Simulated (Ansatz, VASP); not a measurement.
# Two plane-wave programs on Sn

```
CELL_PARAMETERS angstrom
4.49072 0.00000 0.00000
-2.24536 3.88907 0.00000
0.00000 0.00000 4.91741
ATOMIC_POSITIONS crystal
Sn 0.00000 0.50000 0.33333
Sn 0.50000 0.50000 0.66667
Sn 0.50000 0.00000 0.00000
```

Alike in both runs: task single point; functional PBE; k mesh 6 × 6 × 4; occupations gaussian, width 0.1 eV; no spin polarisation.

```csv
,VASP,Ansatz
version,VASP 6.6.1,Ansatz 0.2.0
potentials or method,"VASP PAW PBE potentials, release 64 (Sn_d), cutoff 520 eV","scalar-relativistic, plane waves, PAW"
valence electrons in the cell,42,42
```

Ansatz gave:

- gap on the k mesh at the Fermi level (eV): none
- pressure (GPa): 7.7
- traceless stress, the component that is largest in VASP (GPa): -0.44

Problem. Estimate VASP's values.

Solution. gap on the k mesh at the Fermi level (eV): none; pressure (GPa): 7.6; traceless stress, the component that is largest in VASP (GPa): -0.45.

A gap of «none» marks a metal or a gap that the smearing closes.
